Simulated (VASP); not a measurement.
## Lu: single point with PBEsol

Lu:

```
Lu
1.0
     5.39435    0.00000    0.00000
    -2.69717    4.67164    0.00000
     0.00000    0.00000    3.38802
Lu
3
Direct
  0.00000 0.00000 0.00000
  0.33333 0.66667 0.50000
  0.66667 0.33333 0.50000
```

This isn't the form of Lu at room conditions, which is hcp.

| Property | Result |
| --- | --- |
| Program | VASP 6.6.1 |
| Task | single point |
| Functional | PBEsol |
| Potentials or basis | VASP PAW PBE potentials, release 64 (Lu) |
| Cutoff | 520 eV |
| k mesh | 8 × 8 × 11 |
| Occupations | fermi-dirac, width 0.1 eV |
| Spin | no spin polarisation |
| Dipole correction | no |
| Further INCAR settings | ALGO = Normal; EDIFF = 1e-07; NBANDS = 44 |

```yaml
Pressure: -1.6 GPa
Band_gap_on_the_k_mesh: zero (an odd number of electrons rules out a gap without spin polarisation)
```

Stress tensor (GPa, compression positive):
```
-1.64  0.00  0.00
 0.00 -1.64  0.00
 0.00  0.00 -1.52
```

Levels at points of the mesh, in eV from the Fermi level:
| k point | band 35 | band 36 | band 37 | band 38 | band 39 | band 40 |
| --- | --- | --- | --- | --- | --- | --- |
| (0.00, 0.00, 0.00) | -1.16 | 0.02 | 0.02 | 0.06 | 0.06 | 0.19 |
| (0.50, 0.00, 0.00) | -3.74 | -2.34 | 0.57 | 0.76 | 0.81 | 0.90 |

Run time: 2.3 min on 1 thread of Intel(R) Xeon(R) Platinum 8488C (Sapphire Rapids) (shared host), peak memory 0.32 GiB.

Caveat: the PAW data sets were made with another functional, which shifts forces and pressure a little; spin-orbit coupling is left out, which moves the levels of the heavy elements.
